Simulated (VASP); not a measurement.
# C (Pm-3n) in VASP: further runs

C is run at these levels: BLYP; tasks: single point, relaxation of cell and atoms.

Everything below comes from runs of VASP 6.6.1. Logs are shortened: lines on timing, memory, paths and dates and some standing lists are left out, and cuts for length are marked.

### Step 1. The cell of the first run

It takes space group Pm-3n (No. 223, cubic). The conventional cell has a = 4.028 Å, b = 4.028 Å, c = 4.028 Å, α = 90.00°, β = 90.00°, γ = 90.00°. Within 3.0 Å of C (site symmetry m-3) lie 12 C at 2.25 Å. C (site symmetry -4m2) has 14 C at 2.01 to 2.47 Å within 2.7 Å.

### Step 2. Single point, BLYP

Input file INCAR:

```
PREC = Accurate
ENCUT = 520
EDIFF = 1E-6
ISMEAR = -1
SIGMA = 0.1
LREAL = False
LASPH = True
NELM = 60
ALGO = Normal
ISIF = 2
LWAVE = False
LCHARG = False
GGA = B5
ALDAX = 1.0
AGGAX = 1.0
AGGAC = 1.0
ALDAC = 0.0
NBANDS = 26
```

Input file KPOINTS:

```
Automatic mesh
0
Gamma
  7 7 7
```

Input file POSCAR:

```
C
1.0
    4.0278078307      0.0000000000      0.0000000000
    0.0000000000      4.0278078307      0.0000000000
    0.0000000000      0.0000000000      4.0278078307
C
8
Direct
    0.0000000000      0.0000000000      0.0000000000
    0.5000000000      0.5000000000      0.5000000000
    0.2500000000      0.0000000000      0.5000000000
    0.7500000000      0.0000000000      0.5000000000
    0.5000000000      0.2500000000      1.0000000000
    0.5000000000      0.7500000000      0.0000000000
    0.0000000000      0.5000000000      0.2500000000
    0.0000000000      0.5000000000      0.7500000000
```

Potentials or basis: VASP PAW PBE potentials, release 64 (C).

Command:

```bash
$ cat potpaw_PBE.64/C/POTCAR > POTCAR
$ mpirun -np 1 vasp_std > vasp.out
```

OUTCAR:

```text
PREC = Accurate
   ENCUT = 520
   EDIFF = 1E-6
   ISMEAR = -1
   LREAL = False
   LASPH = True
   NELM = 60
   ISIF = 2
   GGA = B5

 ion  position               nearest neighbor table
   1  0.000  0.000  0.000-
   2  0.500  0.500  0.500-
   3  0.250  0.000  0.500-   4 2.01   4 2.01
   4  0.750  0.000  0.500-   3 2.01   3 2.01
   5  0.500  0.250  0.000-   6 2.01   6 2.01
   6  0.500  0.750  0.000-   5 2.01   5 2.01
   7  0.000  0.500  0.250-   8 2.01   8 2.01
   8  0.000  0.500  0.750-   7 2.01   7 2.01

  LATTYP: Found a simple cubic cell.
 ALAT       =     4.0278078307

  Lattice vectors:

 A1 = (   4.0278078307,   0.0000000000,   0.0000000000)
 A2 = (   0.0000000000,   4.0278078307,   0.0000000000)
 A3 = (   0.0000000000,   0.0000000000,   4.0278078307)

Analysis of symmetry for initial positions (statically):
=====================================================================
 Subroutine PRICEL returns:
 Original cell was already a primitive cell.

 Routine SETGRP: Setting up the symmetry group for a
 simple cubic supercell.

 Subroutine GETGRP returns: Found 48 space group operations
 (whereof 24 operations were pure point group operations)
 out of a pool of 48 trial point group operations.

The static configuration has the point symmetry T_h .
 The point group associated with its full space group is O_h .

Analysis of symmetry for dynamics (positions and initial velocities):
=====================================================================
 Subroutine PRICEL returns:
 Original cell was already a primitive cell.

 Routine SETGRP: Setting up the symmetry group for a
 simple cubic supercell.

 Subroutine GETGRP returns: Found 48 space group operations
 (whereof 24 operations were pure point group operations)
 out of a pool of 48 trial point group operations.

The dynamic configuration has the point symmetry T_h .
 The point group associated with its full space group is O_h .

 Subroutine INISYM returns: Found 48 space group operations
 (whereof 24 operations are pure point group operations),
 and found     1 'primitive' translations

----------------------------------------------------------------------------------------

                                     Primitive cell

  volume of cell :      65.3441

  direct lattice vectors                    reciprocal lattice vectors
     4.027807831  0.000000000  0.000000000     0.248274010  0.000000000  0.000000000
     0.000000000  4.027807831  0.000000000     0.000000000  0.248274010  0.000000000
     0.000000000  0.000000000  4.027807831     0.000000000  0.000000000  0.248274010

  length of vectors
     4.027807831  4.027807831  4.027807831     0.248274010  0.248274010  0.248274010

  position of ions in fractional coordinates (direct lattice)
     0.000000000  0.000000000  0.000000000
     0.500000000  0.500000000  0.500000000
     0.250000000  0.000000000  0.500000000
     0.750000000  0.000000000  0.500000000
     0.500000000  0.250000000  0.000000000
     0.500000000  0.750000000  0.000000000
     0.000000000  0.500000000  0.250000000
     0.000000000  0.500000000  0.750000000

  ion indices of the primitive-cell ions
   primitive index   ion index
                 1           1
                 2           2
                 3           3
                 4           4
                 5           5
                 6           6
                 7           7
                 8           8

----------------------------------------------------------------------------------------

 KPOINTS: Automatic mesh

Automatic generation of k-mesh.
 Grid dimensions read from file:
 generate k-points for:    7    7    7

 Generating k-lattice:

  Cartesian coordinates                     Fractional coordinates (reciprocal lattice)
     0.035467716  0.000000000  0.000000000     0.142857143  0.000000000  0.000000000
     0.000000000  0.035467716  0.000000000     0.000000000  0.142857143  0.000000000
     0.000000000  0.000000000  0.035467716     0.000000000  0.000000000  0.142857143

  Length of vectors
     0.035467716  0.035467716  0.035467716

  Shift w.r.t. Gamma in fractional coordinates (k-lattice)
     0.000000000  0.000000000  0.000000000

 Subroutine IBZKPT returns following result:
 ===========================================

 Found     20 irreducible k-points:

 Following reciprocal coordinates:
            Coordinates               Weight
  0.000000  0.000000  0.000000      1.000000
  0.142857  0.000000  0.000000      6.000000
  0.285714  0.000000  0.000000      6.000000
  0.428571  0.000000  0.000000      6.000000
  0.142857  0.142857  0.000000     12.000000
  0.285714  0.142857  0.000000     24.000000
[... 12 lines left out ...]
  0.428571  0.428571  0.285714     24.000000
  0.428571  0.428571  0.428571      8.000000
   k-points           NKPTS =     20   k-points in BZ     NKDIM =     20   number of bands    NBANDS=     26
   number of dos      NEDOS =    301   number of ions     NIONS =      8
   total plane-waves  NPLWV =  27000
   dimension x,y,z NGX =    30 NGY =   30 NGZ =   30
   dimension x,y,z NGXF=    60 NGYF=   60 NGZF=   60
   ions per type =               8
   NGX,Y,Z   is equivalent  to a cutoff of  12.38, 12.38, 12.38 a.u.
   NGXF,Y,Z  is equivalent  to a cutoff of  24.76, 24.76, 24.76 a.u.
 SYSTEM =  unknown system
   PREC   = accura    normal or accurate (medium, high low for compatibility)
   ISTART =      0    job   : 0-new  1-cont  2-samecut
   ICHARG =      2    charge: 1-file 2-atom 10-const
   ISPIN  =      1    spin polarized calculation?
   LNONCOLLINEAR =      F non collinear calculations
   LSORBIT =      F    spin-orbit coupling
   LASPH  =      T    aspherical Exc in radial PAW
   ENCUT  =  520.0 eV  38.22 Ry    6.18 a.u.   7.49  7.49  7.49*2*pi/ulx,y,z
   NELM   =     60;   NELMIN=  2; NELMDL= -5     # of ELM steps
   EDIFF  = 0.1E-05   stopping-criterion for ELM
   LREAL  =      F    real-space projection
   EDIFFG = 0.1E-04   stopping-criterion for IOM
   NSW    =      0    number of steps for IOM
   IBRION =     -1    ionic relax: 0-MD 1-quasi-New 2-CG
   NFREE  =      0    steps in history (QN), initial steepest desc. (CG)
   ISIF   =      2    stress and relaxation
   ISYM   =      2    0-nonsym 1-usesym 2-fastsym
   POTIM  = 0.5000    time-step for ionic-motion
   TEBEG  =    0.0;   TEEND  =   0.0 temperature during run
   PSTRESS=    0.0 pullay stress
   NELECT =      32.0000    total number of electrons
   NUPDOWN=      -1.0000    fix difference up-down
   EMIN   =  10.00;   EMAX   =-10.00  energy-range for DOS
   EFERMI =   0.00;   METHOD = LEGACY
   ISMEAR =    -1;   SIGMA  =   0.10  broadening in eV -4-tet -1-fermi 0-gaus
   EFERMI_NEDOS =   21; number of points for ismear=-14 and -15
   IALGO  =     38    algorithm
   IMIX   =      4    mixing-type and parameters
     AMIX     =   0.40;   BMIX     =  1.00
     AMIX_MAG =   1.60;   BMIX_MAG =  1.00
  volume/ion in A,a.u.               =       8.17        55.12
  Fermi-wavevector in a.u.,A,eV,Ry     =   1.290395  2.438493 22.655331  1.665120
  Thomas-Fermi vector in A             =   2.422229
   LORBIT       =      0    0 simple, 1 ext, 2 COOP (PROOUT), +10 PAW based schemes
   GGA     = B5    functional components
   LHFCALC =     F    Hartree Fock is set to
   AEXX    =    0.0000 exact exchange contribution
   IVDW    =     0    specifies the selected vdW correction
   LEPSILON=     F    determine dielectric tensor
   LRPA    =     F    only Hartree local field effects (RPA)
 non-spin polarized calculation
  energy-cutoff  :      520.00
  volume of cell :       65.34
 maximum number of plane-waves:      1791
 NGX is ok and might be reduce to    30
   NGX = 15   NGY = 15   NGZ = 15

 number of electron      31.9999999 magnetization

 Free energy of the ion-electron system (eV)
  ---------------------------------------------------
  ext. energy  EPLUGINS =         0.00000000
  ---------------------------------------------------
  free energy    TOTEN  =       -31.37487669 eV

  energy without entropy =      -31.25764554  energy(sigma->0) =      -31.31626111

 E-fermi :   6.5437     XC(G=0): -11.4266

 val. band max:        6.5201555279   @ k =   0.2857   0.2857   0.1429
 cond. band min:       6.5692454066   @ k =   0.4286   0.2857   0.2857
 fundamental gap:      0.0490898787
 Fermi energy:         6.5437096677

 k-point     1 :       0.0000    0.0000    0.0000
  band No.  band energies     occupation
      1     -10.6713      2.00000
      2      -4.0991      2.00000
      3      -4.0991      2.00000
      4      -3.9112      2.00000
      5      -2.2760      2.00000
      6      -2.2760      2.00000
[... 18 lines left out ...]
     25      10.3240      0.00000
     26      10.3240      0.00000

 k-point     2 :       0.1429    0.0000    0.0000
  band No.  band energies     occupation
      1     -10.5153      2.00000
      2      -5.2643      2.00000
      3      -3.9649      2.00000
      4      -3.8344      2.00000
      5      -2.1282      2.00000
      6      -2.1282      2.00000
[... 18 lines left out ...]
     25      10.8868      0.00000
     26      10.9467      0.00000

 k-point     3 :       0.2857    0.0000    0.0000
  band No.  band energies     occupation
      1     -10.0483      2.00000
      2      -6.8446      2.00000
      3      -3.5678      2.00000
      4      -3.4277      2.00000
      5      -1.6932      2.00000
      6      -1.6932      2.00000
[... 456 lines left out ...]
 k-point    19 :       0.4286    0.4286    0.2857
  band No.  band energies     occupation
      1      -7.2872      2.00000
      2      -6.2624      2.00000
      3      -6.2113      2.00000
      4      -5.2014      2.00000
      5      -4.1936      2.00000
      6      -3.2527      2.00000
[... 18 lines left out ...]
     25       9.4548      0.00000
     26       9.5273      0.00000

 k-point    20 :       0.4286    0.4286    0.4286
  band No.  band energies     occupation
      1      -6.5347      2.00000
      2      -5.5258      2.00000
      3      -5.5258      2.00000
      4      -5.4312      2.00000
      5      -4.5121      2.00000
      6      -4.5121      2.00000
[... 18 lines left out ...]
     25       9.1291      0.00000
     26       9.4055      0.00000

------------------------ aborting loop because EDIFF is reached ----------------------------------------

  FORCE on cell =-STRESS in cart. coord.  units (eV):
  Direction    XX          YY          ZZ          XY          YZ          ZX
  --------------------------------------------------------------------------------------
  -------------------------------------------------------------------------------------
  Total        0.0003374      0.0003374      0.0003374      0.0000000      0.0000000      0.0000000
  in kB        0.0082724      0.0082724      0.0082724      0.0000000      0.0000000      0.0000000
  external PRESSURE =       0.0082724 kB  Pullay stress =       0.0000000 kB

 VOLUME and BASIS-vectors are now :
 -----------------------------------------------------------------------------
  energy-cutoff  :      520.00
  volume of cell :       65.34
      direct lattice vectors                 reciprocal lattice vectors
     4.027807831  0.000000000  0.000000000     0.248274010  0.000000000  0.000000000
     0.000000000  4.027807831  0.000000000     0.000000000  0.248274010  0.000000000
     0.000000000  0.000000000  4.027807831     0.000000000  0.000000000  0.248274010

 POSITION                                       TOTAL-FORCE (eV/Angst)
 -----------------------------------------------------------------------------------
      0.00000      0.00000      0.00000        -0.000000     -0.000000     -0.000000
      2.01390      2.01390      2.01390        -0.000000     -0.000000     -0.000000
      1.00695      0.00000      2.01390         0.000000      0.000000     -0.000000
      3.02086      0.00000      2.01390        -0.000000     -0.000000     -0.000000
      2.01390      1.00695      0.00000        -0.000000     -0.000000      0.000000
      2.01390      3.02086      0.00000         0.000000      0.000000      0.000000
      0.00000      2.01390      1.00695        -0.000000     -0.000000     -0.000000
      0.00000      2.01390      3.02086         0.000000      0.000000      0.000000
 -----------------------------------------------------------------------------------
    total drift:                                0.000000      0.000000      0.000000

  FREE ENERGIE OF THE ION-ELECTRON SYSTEM (eV)
  ---------------------------------------------------
  free  energy   TOTEN  =       -31.3748766910 eV

  energy  without entropy=      -31.2576455383  energy(sigma->0) =      -31.31626111
```

It took 82 s on 1 thread of AMD EPYC 7R13, shared host; peak memory 0.14 GiB.

What came out:

```yaml
Free_energy: -31.3749 eV
Pressure: 0.0 GPa
Band_gap_on_the_k_mesh: zero (band 16 reaches 7.46 eV, above the bottom of band 17 at 5.20 eV)
```

Caveat: the PAW data sets were made with another functional, which shifts forces and pressure a little.

### Step 3. Single point, BLYP

Input file INCAR:

```
SYSTEM = C
PREC = Accurate
ENCUT = 520
EDIFF = 1E-7
ISMEAR = -1
SIGMA = 0.1
LREAL = .False.
LASPH = .True.
NELM = 80
ALGO = Normal
ISIF = 2
LWAVE = .False.
LCHARG = .False.
GGA = B5
ALDAX = 1.0
AGGAX = 1.0
AGGAC = 1.0
ALDAC = 0.0
NBANDS = 26
```

Input file KPOINTS:

```
Automatic mesh
0
Gamma
  8 8 8
  0 0 0
```

POSCAR is that of step 2.

Potentials or basis: VASP PAW PBE potentials, release 64 (C).

Command:

```bash
$ cat potpaw_PBE.64/C/POTCAR > POTCAR
$ mpirun -np 1 vasp_std > vasp.out
```

Run time: 2.3 min. Hardware: 1 thread of AMD EPYC 7R13, shared host; peak memory 0.15 GiB.

It converged, with:

```yaml
Free_energy: -31.3160 eV
Pressure: 0.7 GPa
Band_gap_on_the_k_mesh: zero (band 16 reaches 7.49 eV, above the bottom of band 17 at 5.30 eV)
```

Levels at points of the mesh, in eV from the Fermi level:
```csv
k point,band 13,band 14,band 15,band 16,band 17,band 18,band 19,band 20
"(0.00, 0.00, 0.00)",-3.16,-2.52,-2.52,-2.52,-0.72,-0.49,-0.49,-0.49
"(0.50, 0.00, 0.00)",-2.13,-2.13,-0.88,-0.88,0.06,0.06,0.86,0.86
"(0.50, 0.50, 0.00)",-0.58,-0.41,0.37,0.37,0.54,0.54,1.29,1.68
"(0.50, 0.50, 0.50)",0.17,0.17,1.02,1.02,1.94,1.94,1.94,1.94
```

Caveat: the PAW data sets were made with another functional, which shifts forces and pressure a little.

(Continued in part 2 of 2.)
